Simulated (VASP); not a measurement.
# AlN (P1) in VASP: further runs

Runs on AlN. Level: r2SCAN. Tasks: single point.

All numbers are computed with VASP 6.6.1; they aren't measurements. Logs are shortened: lines on timing, memory, paths and dates and some standing lists are left out, and cuts for length are marked.

## Step 1: The cell of the first run

The typed cell holds 8 atoms: a = 3.111 Å, b = 3.111 Å, c = 9.975 Å, α = 88.21°, β = 86.42°, γ = 60.00°.

## Step 2: Single point, r2SCAN (the part above a cut slid along it)

POSCAR reads:

```
AlN
1.0
   -3.1110021516      0.0000000000      0.0000000000
   -1.5555010758     -2.6942068945      0.0000000000
   -0.6222004303      0.0000000000      9.9560000000
Al N
4 4
Direct
    0.1525833333      0.3333333333      0.9037500000
    0.2525833333      0.3333333333      0.4037500000
    0.6359166667      0.6666666667      0.1537500000
    0.5359166667      0.6666666667      0.6537500000
    0.3140833333      0.3333333333      0.0962500000
    0.2140833333      0.3333333333      0.5962500000
    0.5974166667      0.6666666667      0.3462500000
    0.4974166667      0.6666666667      0.8462500000
```

INCAR.step1 reads:

```
PREC = Accurate
ENCUT = 520
ISMEAR = 0
SIGMA = 0.05
LREAL = F
LASPH = T
NELM = 60
NBANDS = 26
GGA = PE
ALGO = Normal
EDIFF = 1E-4
LWAVE = T
LCHARG = F
```

INCAR.step2 reads:

```
PREC = Accurate
ENCUT = 520
EDIFF = 1E-7
ISMEAR = 0
SIGMA = 0.05
LREAL = F
LASPH = T
NELM = 60
ALGO = Normal
ISIF = 2
LWAVE = F
LCHARG = T
METAGGA = R2SCAN
LMIXTAU = T
LELF = T
LVHAR = T
NBANDS = 26
ISTART = 1
```

KPOINTS reads:

```
regular mesh
0
Gamma
  8 8 3
```

Potentials or basis: VASP PAW PBE potentials, release 64 (Al, N).

Started as:

```sh
$ cat potpaw_PBE.64/Al/POTCAR potpaw_PBE.64/N/POTCAR > POTCAR
$ cp INCAR.step1 INCAR
$ mpirun -np 1 vasp_std > vasp.out
$ cp INCAR.step2 INCAR
$ mpirun -np 1 vasp_std > vasp.out
```

OUTCAR:

```text
PREC = Accurate
   ENCUT = 520
   EDIFF = 1E-7
   ISMEAR = 0
   LREAL = F
   LASPH = T
   NELM = 60
   ISIF = 2
   METAGGA = R2SCAN
   ISTART = 1

 ion  position               nearest neighbor table
   1  0.153  0.333  0.904-   8 1.89   8 1.89   8 1.89   5 2.01   3 2.81   4 3.07   4 3.07   4 3.07
                             3 3.13
   2  0.253  0.333  0.404-   7 1.89   7 1.89   7 1.89   6 1.92   3 3.07   4 3.07   3 3.07   4 3.07
                             4 3.07   3 3.07
   3  0.636  0.667  0.154-   5 1.89   5 1.89   5 1.89   7 1.92   1 2.81   2 3.07   2 3.07   2 3.07
                             1 3.13
   4  0.536  0.667  0.654-   6 1.89   6 1.89   6 1.89   8 1.92   2 3.07   1 3.07   1 3.07   2 3.07
                             2 3.07   1 3.07
   5  0.314  0.333  0.096-   3 1.89   3 1.89   3 1.89   1 2.01
   6  0.214  0.333  0.596-   4 1.89   4 1.89   4 1.89   2 1.92
   7  0.597  0.667  0.346-   2 1.89   2 1.89   2 1.89   3 1.92
   8  0.497  0.667  0.846-   1 1.89   1 1.89   1 1.89   4 1.92

  LATTYP: Found a base centered monoclinic cell.
 ALAT       =     3.1110021516
 B/A-ratio  =     1.7320508076
 C/A-ratio  =     3.2064983507
 COS(beta)  =    -0.0623733363

  Lattice vectors:

 A1 = (   1.5555010758,  -2.6942068945,   0.0000000000)
 A2 = (   1.5555010758,   2.6942068945,   0.0000000000)
 A3 = (  -0.6222004303,   0.0000000000,   9.9560000000)

Analysis of symmetry for initial positions (statically):
=====================================================================
 Subroutine PRICEL returns:
 Original cell was already a primitive cell.

 Routine SETGRP: Setting up the symmetry group for a
 base centered monoclinic supercell.

 Subroutine GETGRP returns: Found  1 space group operations
 (whereof  1 operations were pure point group operations)
 out of a pool of  4 trial point group operations.

The static configuration has the point symmetry C_1 .

Analysis of symmetry for dynamics (positions and initial velocities):
=====================================================================
 Subroutine PRICEL returns:
 Original cell was already a primitive cell.

 Routine SETGRP: Setting up the symmetry group for a
 base centered monoclinic supercell.

 Subroutine GETGRP returns: Found  1 space group operations
 (whereof  1 operations were pure point group operations)
 out of a pool of  4 trial point group operations.

The dynamic configuration has the point symmetry C_1 .

 Subroutine INISYM returns: Found  1 space group operations
 (whereof  1 operations are pure point group operations),
 and found     1 'primitive' translations

----------------------------------------------------------------------------------------

                                     Primitive cell

  volume of cell :      83.4480

  direct lattice vectors                    reciprocal lattice vectors
    -3.111002152  0.000000000  0.000000000    -0.321439829  0.185583372 -0.020088389
    -1.555501076 -2.694206895  0.000000000     0.000000000 -0.371166744  0.000000000
    -0.622200430  0.000000000  9.956000000     0.000000000  0.000000000  0.100441945

  length of vectors
     3.111002152  3.111002152  9.975423268     0.371709961  0.371166744  0.100441945

  position of ions in fractional coordinates (direct lattice)
     0.152583333  0.333333333  0.903750000
     0.252583333  0.333333333  0.403750000
     0.635916667  0.666666667  0.153750000
     0.535916667  0.666666667  0.653750000
     0.314083333  0.333333333  0.096250000
     0.214083333  0.333333333  0.596250000
     0.597416667  0.666666667  0.346250000
     0.497416667  0.666666667  0.846250000

  ion indices of the primitive-cell ions
   primitive index   ion index
                 1           1
                 2           2
                 3           3
                 4           4
                 5           5
                 6           6
                 7           7
                 8           8

----------------------------------------------------------------------------------------

 KPOINTS: regular mesh

Automatic generation of k-mesh.
 Grid dimensions read from file:
 generate k-points for:    8    8    3

 Generating k-lattice:

  Cartesian coordinates                     Fractional coordinates (reciprocal lattice)
    -0.040179979  0.023197921 -0.002511049     0.125000000  0.000000000  0.000000000
     0.000000000 -0.046395843  0.000000000     0.000000000  0.125000000  0.000000000
     0.000000000  0.000000000  0.033480648     0.000000000  0.000000000  0.333333333

  Length of vectors
     0.046463745  0.046395843  0.033480648

  Shift w.r.t. Gamma in fractional coordinates (k-lattice)
     0.000000000  0.000000000  0.000000000

 Subroutine IBZKPT returns following result:
 ===========================================

 Found     98 irreducible k-points:

 Following reciprocal coordinates:
            Coordinates               Weight
  0.000000  0.000000  0.000000      1.000000
  0.125000  0.000000  0.000000      2.000000
 -0.125000 -0.125000  0.000000      2.000000
  0.250000  0.000000  0.000000      2.000000
 -0.250000 -0.250000  0.000000      2.000000
  0.375000  0.000000 -0.000000      2.000000
[... 16 lines left out ...]
  0.500000  0.250000  0.000000      2.000000
 -0.375000  0.250000  0.000000      2.000000
 [... further k-points ...]
   k-points           NKPTS =     98   k-points in BZ     NKDIM =     98   number of bands    NBANDS=     26
   number of dos      NEDOS =    301   number of ions     NIONS =      8
   total plane-waves  NPLWV =  46080
   dimension x,y,z NGX =    24 NGY =   24 NGZ =   80
   dimension x,y,z NGXF=    48 NGYF=   48 NGZF=  160
   ions per type =               4   4
   NGX,Y,Z   is equivalent  to a cutoff of  12.83, 12.83, 13.33 a.u.
   NGXF,Y,Z  is equivalent  to a cutoff of  25.65, 25.65, 26.66 a.u.
 SYSTEM =  unknown system
   PREC   = accura    normal or accurate (medium, high low for compatibility)
   ISTART =      1    job   : 0-new  1-cont  2-samecut
   ICHARG =      0    charge: 1-file 2-atom 10-const
   ISPIN  =      1    spin polarized calculation?
   LNONCOLLINEAR =      F non collinear calculations
   LSORBIT =      F    spin-orbit coupling
   LASPH  =      T    aspherical Exc in radial PAW
   ENCUT  =  520.0 eV  38.22 Ry    6.18 a.u.   5.78  5.78 18.55*2*pi/ulx,y,z
   NELM   =     60;   NELMIN=  2; NELMDL=  0     # of ELM steps
   EDIFF  = 0.1E-06   stopping-criterion for ELM
   LREAL  =      F    real-space projection
   EDIFFG = 0.1E-05   stopping-criterion for IOM
   NSW    =      0    number of steps for IOM
   IBRION =     -1    ionic relax: 0-MD 1-quasi-New 2-CG
   NFREE  =      0    steps in history (QN), initial steepest desc. (CG)
   ISIF   =      2    stress and relaxation
   ISYM   =      2    0-nonsym 1-usesym 2-fastsym
   POTIM  = 0.5000    time-step for ionic-motion
   TEBEG  =    0.0;   TEEND  =   0.0 temperature during run
   PSTRESS=    0.0 pullay stress
   NELECT =      32.0000    total number of electrons
   NUPDOWN=      -1.0000    fix difference up-down
   EMIN   =  10.00;   EMAX   =-10.00  energy-range for DOS
   EFERMI =   0.00;   METHOD = LEGACY
   ISMEAR =     0;   SIGMA  =   0.05  broadening in eV -4-tet -1-fermi 0-gaus
   EFERMI_NEDOS =   21; number of points for ismear=-14 and -15
   IALGO  =     38    algorithm
   IMIX   =      4    mixing-type and parameters
     AMIX     =   0.40;   BMIX     =  1.00
     AMIX_MAG =   1.60;   BMIX_MAG =  1.00
  volume/ion in A,a.u.               =      10.43        70.39
  Fermi-wavevector in a.u.,A,eV,Ry     =   1.189377  2.247596 19.247033  1.414617
  Thomas-Fermi vector in A             =   2.325485
   LORBIT       =      0    0 simple, 1 ext, 2 COOP (PROOUT), +10 PAW based schemes
   METAGGA = R2SCAN    functional components
   LHFCALC =     F    Hartree Fock is set to
   AEXX    =    0.0000 exact exchange contribution
   IVDW    =     0    specifies the selected vdW correction
   LEPSILON=     F    determine dielectric tensor
   LRPA    =     F    only Hartree local field effects (RPA)
 non-spin polarized calculation
 Gauss-broadening in eV      SIGMA  =   0.05
  energy-cutoff  :      520.00
  volume of cell :       83.45
 maximum number of plane-waves:      2261
   NGX = 11   NGY = 11   NGZ = 37

 number of electron      31.9999996 magnetization

 Free energy of the ion-electron system (eV)
  ---------------------------------------------------
  ext. energy  EPLUGINS =         0.00000000
  ---------------------------------------------------
  free energy    TOTEN  =       -76.41641475 eV

  energy without entropy =      -76.41641475  energy(sigma->0) =      -76.41641475

 E-fermi :   6.5185     XC(G=0): -11.4174

 val. band max:        6.2180664842   @ k =   0.0000   0.0000   0.0000
 cond. band min:      10.6280627436   @ k =   0.0000   0.0000   0.0000
 fundamental gap:      4.4099962594
 Fermi energy:         6.5185455930

 k-point     1 :       0.0000    0.0000    0.0000
  band No.  band energies     occupation
      1     -10.0456      2.00000
      2      -9.1644      2.00000
      3      -9.1381      2.00000
      4      -7.9096      2.00000
      5      -0.1034      2.00000
      6       2.5626      2.00000
[... 18 lines left out ...]
     25      17.9956      0.00000
     26      18.1353      0.00000

 k-point     2 :       0.1250    0.0000    0.0000
  band No.  band energies     occupation
      1      -9.8474      2.00000
      2      -9.0209      2.00000
      3      -8.9389      2.00000
      4      -7.7972      2.00000
      5       0.1364      2.00000
      6       2.4663      2.00000
[... 18 lines left out ...]
     25      17.8448      0.00000
     26      18.4400      0.00000

 k-point     3 :      -0.1250   -0.1250    0.0000
  band No.  band energies     occupation
      1      -9.8452      2.00000
      2      -9.0245      2.00000
      3      -8.9354      2.00000
      4      -7.8022      2.00000
      5       0.1410      2.00000
      6       2.4620      2.00000
[... 18 lines left out ...]
     25      18.1217      0.00000
     26      18.3705      0.00000

 k-point     4 :       0.2500    0.0000    0.0000
  band No.  band energies     occupation
      1      -9.2994      2.00000
      2      -8.5929      2.00000
      3      -8.4529      2.00000
      4      -7.5272      2.00000
      5       0.8113      2.00000
      6       1.7382      2.00000
[... 18 lines left out ...]
     25      17.7121      0.00000
     26      18.4111      0.00000

 k-point     5 :      -0.2500   -0.2500    0.0000
  band No.  band energies     occupation
      1      -9.2872      2.00000
      2      -8.6043      2.00000
      3      -8.4416      2.00000
      4      -7.5527      2.00000
      5       0.8384      2.00000
      6       1.6978      2.00000
[... 18 lines left out ...]
     25      17.5478      0.00000
     26      18.4372      0.00000

 k-point     6 :       0.3750    0.0000   -0.0000
  band No.  band energies     occupation
      1      -8.5809      2.00000
      2      -8.0602      2.00000
      3      -7.9029      2.00000
      4      -7.3036      2.00000
      5       0.4930      2.00000
      6       0.8913      2.00000
[... 427 lines left out ...]
 k-point    21 :       0.1250    0.2500    0.0000
  band No.  band energies     occupation
      1      -9.4672      2.00000
      2      -8.7127      2.00000
      3      -8.6195      2.00000
      4      -7.6215      2.00000
      5       0.6115      2.00000
      6       2.1023      2.00000
[... 18 lines left out ...]
     25      17.5961      0.00000
     26      18.2851      0.00000

 k-point    22 :       0.0000    0.2500    0.0000
  band No.  band energies     occupation
      1      -9.2966      2.00000
      2      -8.5427      2.00000
      3      -8.5088      2.00000
      4      -7.5415      2.00000
      5       0.8272      2.00000
      6       1.8344      2.00000
[... 18 lines left out ...]
     25      17.7229      0.00000
     26      18.4324      0.00000

 k-point    23 :       0.5000    0.2500    0.0000
  band No.  band energies     occupation
      1      -8.1901      2.00000
      2      -7.8458      2.00000
      3      -7.6436      2.00000
      4      -7.2961      2.00000
      5       0.6656      2.00000
      6       1.0479      2.00000
[... 18 lines left out ...]
     25      17.6417      0.00000
     26      18.2374      0.00000

 k-point    24 :      -0.3750    0.2500    0.0000
  band No.  band energies     occupation
      1      -7.8421      2.00000
      2      -7.6169      2.00000
      3      -7.5163      2.00000
      4      -7.3102      2.00000
      5       0.5649      2.00000
      6       0.9048      2.00000
[... 18 lines left out ...]
     25      17.7069      0.00000
     26      18.3882      0.00000

 [... further k-points ...]

------------------------ aborting loop because EDIFF is reached ----------------------------------------

  FORCE on cell =-STRESS in cart. coord.  units (eV):
  Direction    XX          YY          ZZ          XY          YZ          ZX
  --------------------------------------------------------------------------------------
  -------------------------------------------------------------------------------------
  Total       -1.8467742     -0.1982830     -0.3120726      0.4873269      0.3070325      3.3283889
  in kB      -35.4575106     -3.8069734     -5.9917000      9.3565307      5.8949324     63.9040677
  external PRESSURE =     -15.0853947 kB  Pullay stress =       0.0000000 kB

 VOLUME and BASIS-vectors are now :
 -----------------------------------------------------------------------------
  energy-cutoff  :      520.00
  volume of cell :       83.45
      direct lattice vectors                 reciprocal lattice vectors
    -3.111002152  0.000000000  0.000000000    -0.321439829  0.185583372 -0.020088389
    -1.555501076 -2.694206895  0.000000000     0.000000000 -0.371166744  0.000000000
    -0.622200430  0.000000000  9.956000000     0.000000000  0.000000000  0.100441945

 POSITION                                       TOTAL-FORCE (eV/Angst)
 -----------------------------------------------------------------------------------
     -1.55550     -0.89807      8.99774        -1.158591      0.202247      0.287817
     -1.55550     -0.89807      4.01974         0.015646      0.000054      0.151191
     -3.11100     -1.79614      1.53074         0.221517     -0.178412      0.654764
     -3.11100     -1.79614      6.50874        -0.046753     -0.024575      0.133820
     -1.55550     -0.89807      0.95826         1.196436      0.221481     -0.519196
     -1.55550     -0.89807      5.93626        -0.000738     -0.008975     -0.171170
     -3.11100     -1.79614      3.44726         0.035868      0.019168     -0.157533
     -3.11100     -1.79614      8.42526        -0.263384     -0.230987     -0.379693
 -----------------------------------------------------------------------------------
    total drift:                                0.000012      0.000043     -0.012417

  FREE ENERGIE OF THE ION-ELECTRON SYSTEM (eV)
  ---------------------------------------------------
  free  energy   TOTEN  =       -76.4164147474 eV

  energy  without entropy=      -76.4164147474  energy(sigma->0) =      -76.41641475
```

Run time: 17 min. Hardware: 1 thread of Intel Xeon 8259CL, shared host; peak memory 0.32 GiB.

What came out:

| Property | Result |
| --- | --- |
| Free energy | -76.4164 eV |
| Pressure | -1.5 GPa |
| Largest force | 1.323 eV/Å |
| Band gap on the k mesh | 4.41 eV |

Forces on the atoms (eV/Å):
```
Al  -1.159  0.202  0.288
Al   0.016  0.000  0.151
Al   0.222 -0.178  0.655
Al  -0.047 -0.025  0.134
N    1.196  0.221 -0.519
N   -0.001 -0.009 -0.171
N    0.036  0.019 -0.158
N   -0.263 -0.231 -0.380
```

Caveat: the cell differs from its parent crystal (the part above a cut slid along it); the PAW data sets were made with another functional, which shifts forces and pressure a little. A k mesh can miss the band edges.

## Step 3: Single point, r2SCAN (the part above a cut slid along it)

POSCAR reads:

```
AlN
1.0
   -3.1110021516      0.0000000000      0.0000000000
   -1.5555010758     -2.6942068945      0.0000000000
   -1.2444008606      0.0000000000      9.9560000000
Al N
4 4
Direct
   -0.0281666667      0.3333333333      0.9037500000
    0.1718333333      0.3333333333      0.4037500000
    0.6051666667      0.6666666667      0.1537500000
    0.4051666667      0.6666666667      0.6537500000
    0.2948333333      0.3333333333      0.0962500000
    0.0948333333      0.3333333333      0.5962500000
    0.5281666667      0.6666666667      0.3462500000
    0.3281666667      0.6666666667      0.8462500000
```

INCAR.step1 reads:

```
PREC = Accurate
ENCUT = 520
ISMEAR = 0
SIGMA = 0.05
LREAL = False
LASPH = True
NELM = 80
NBANDS = 26
GGA = PE
ALGO = Normal
EDIFF = 1E-4
LWAVE = True
LCHARG = False
```

INCAR.step2 reads:

```
PREC = Accurate
ENCUT = 520
EDIFF = 1E-6
ISMEAR = 0
SIGMA = 0.05
LREAL = False
LASPH = True
NELM = 80
ALGO = Normal
ISIF = 2
LWAVE = False
LCHARG = False
METAGGA = R2SCAN
LMIXTAU = True
NBANDS = 26
ISTART = 1
```

KPOINTS reads:

```
Automatic mesh
0
Gamma
  8 8 3
```

Potentials or basis: VASP PAW PBE potentials, release 64 (Al, N).

Started as:

```sh
$ cat potpaw_PBE.64/Al/POTCAR potpaw_PBE.64/N/POTCAR > POTCAR
$ cp INCAR.step1 INCAR
$ mpirun -np 1 vasp_std > vasp.out
$ cp INCAR.step2 INCAR
$ mpirun -np 1 vasp_std > vasp.out
```

Wall time 16 min (1 thread of Intel Xeon 8259CL, shared host); peak memory 0.31 GiB.

Results (log left out):

```yaml
Free_energy: -75.4668 eV
Pressure: -2.0 GPa
Largest_force: 1.473 eV/Å
Band_gap_on_the_k_mesh: 3.82 eV (least direct gap 3.83 eV)
```

Forces on the atoms (eV/Å):
```
Al  -0.872  0.490 -0.104
Al   0.012  0.000  0.105
Al   0.133 -0.465  1.392
Al  -0.033 -0.077  0.067
N    0.933  0.686 -0.386
N    0.000 -0.028 -0.166
N    0.028  0.065 -0.127
N   -0.201 -0.672 -0.781
```

Stress tensor (GPa, compression positive):
```
-9.88  0.77  4.77
 0.77 -0.25  2.26
 4.77  2.26  4.02
```

Levels at points of the mesh, in eV from the valence-band top:
| k point | band 12 | band 13 | band 14 | band 15 | band 16 | band 17 | band 18 | band 19 | band 20 | band 21 |
| --- | --- | --- | --- | --- | --- | --- | --- | --- | --- | --- |
| (0.00, 0.00, 0.00) | -0.99 | -0.90 | -0.78 | -0.71 | 0.00 | 3.83 | 6.12 | 6.75 | 7.16 | 10.14 |
| (0.50, 0.00, 0.00) | -2.20 | -2.10 | -1.85 | -1.36 | -0.62 | 4.07 | 5.76 | 5.97 | 6.75 | 7.12 |
| (0.50, 0.50, 0.00) | -2.13 | -1.90 | -1.78 | -1.29 | -0.53 | 4.07 | 5.35 | 6.09 | 6.89 | 7.80 |
| (0.00, 0.50, 0.00) | -2.06 | -1.83 | -1.63 | -1.44 | -1.08 | 4.08 | 5.50 | 5.90 | 6.56 | 7.40 |

Caveat: the cell differs from its parent crystal (the part above a cut slid along it); the stress differs along the axes, from -10 to 4 GPa; the PAW data sets were made with another functional, which shifts forces and pressure a little. A k mesh can miss the band edges.
